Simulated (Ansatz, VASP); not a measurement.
**AlAs in VASP and in Ansatz**

```
CELL_PARAMETERS angstrom
0.00000 2.83730 2.83730
2.83730 0.00000 2.83730
2.83730 2.83730 0.00000
ATOMIC_POSITIONS crystal
Al 0.00000 0.00000 0.00000
As 0.25000 0.25000 0.25000
```

Alike in both runs: functional PBEsol; k mesh 8 × 8 × 8; occupations gaussian, width 0.02 eV; no spin polarisation.

Ansatz relaxed the structure, and its values are those at the end. VASP's run is a single point on that final structure, the one shown.

|  | VASP | Ansatz |
| --- | --- | --- |
| version | VASP 6.6.1 | Ansatz 0.2.0 |
| potentials or method | VASP PAW PBE potentials, release 64 (Al, As), cutoff 500 eV | scalar-relativistic, plane waves, PAW |
| valence electrons in the cell | 8 | 18 |

Ansatz gave:

* gap on the k mesh at the Fermi level (eV): 1.34
* least direct gap on the mesh (eV): 1.91
* pressure (GPa): 0.0

Problem. Which values does VASP return?

Solution. gap on the k mesh at the Fermi level (eV): 1.33; least direct gap on the mesh (eV): 1.92; pressure (GPa): 0.3.

VASP's potentials were made for PBE, not for PBEsol. VASP's potentials hold 8 valence electrons a cell and Ansatz's 18, so a difference there can come from the potentials and not from the codes.
